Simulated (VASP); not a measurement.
A run of VASP 6.6.1:

File INCAR:

```
  PREC = Accurate
  ENCUT = 520
  EDIFF = 1E-6
  ISMEAR = 0
  SIGMA = 0.1
  LREAL = F
  LASPH = T
  NELM = 60
  ALGO = Normal
  ISIF = 2
  LWAVE = F
  LCHARG = T
  GGA = PS
  LELF = T
  LVHAR = T
  NBANDS = 23
```

File KPOINTS:

```
regular mesh
0
Gamma
  12 12 8
```

The input POSCAR:

```
NiSb
1.0
    3.9928107151      0.0000000000      0.0000000000
   -1.9964053576      3.4578755118      0.0000000000
    0.0000000000      0.0000000000      5.1697094737
Ni Sb
2 2
Direct
    0.0000000000      0.0000000000      0.0000000000
    0.0000000000      0.0000000000      0.5000000000
    0.3333333333      0.6666666667      0.2500000000
    0.6666666667      0.3333333333      0.7500000000
```

Potentials or basis: VASP PAW PBE potentials, release 64 (Ni, Sb).

The run is started by

```sh
$ cat potpaw_PBE.64/Ni/POTCAR potpaw_PBE.64/Sb/POTCAR > POTCAR
$ mpirun -np 1 vasp_std > vasp.out
```

Hardware: 1 thread of Intel Xeon 8259CL, on a shared host.

Question: Estimate the wall time of this run.

Answer: Run time: 3.6 min on 1 thread of Intel Xeon 8259CL, with other jobs on the host, peak memory 0.28 GiB. Counts: scf iterations 15, k points 95.
